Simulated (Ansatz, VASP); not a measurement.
## Two plane-wave programs on ZnCd3Se3S

```
CELL_PARAMETERS angstrom
4.25546 2.45689 3.45870
-4.25546 2.45689 3.45870
0.00000 -4.91379 3.45870
ATOMIC_POSITIONS crystal
Zn 0.99190 0.99190 0.99190
Cd 0.50646 0.99613 0.50646
Cd 0.99613 0.50646 0.50646
Cd 0.50646 0.50646 0.99613
Se 0.23746 0.76247 0.23746
Se 0.76247 0.23746 0.23746
Se 0.23746 0.23746 0.76247
S 0.76168 0.76168 0.76168
```

Alike in both runs: functional PBE; k mesh 6 × 6 × 6; no spin polarisation.

Ansatz relaxed the structure, and its values are those at the end. VASP's run is a single point on that final structure, the one shown.

|  | VASP | Ansatz |
| --- | --- | --- |
| version | VASP 6.6.1 | Ansatz 0.2.0 |
| potentials or method | VASP PAW PBE potentials, release 64 (Zn, Cd, Se, S), cutoff 520 eV | scalar-relativistic, plane waves, PAW |
| occupations | gaussian, width 0.01 eV | fixed |
| valence electrons in the cell | 72 | 126 |

```tsv
	VASP	Ansatz	Ansatz less VASP
gap on the k mesh at the Fermi level (eV)	0.70	0.70	0.000
least direct gap on the mesh (eV)	0.70	0.70	0.000
pressure (GPa)	0.3	0.0	-0.25
rms of the force components (eV/Å)	0.006	0.000	-0.0056
```

VASP's potentials hold 72 valence electrons a cell and Ansatz's 126, so a difference there can come from the potentials and not from the codes.
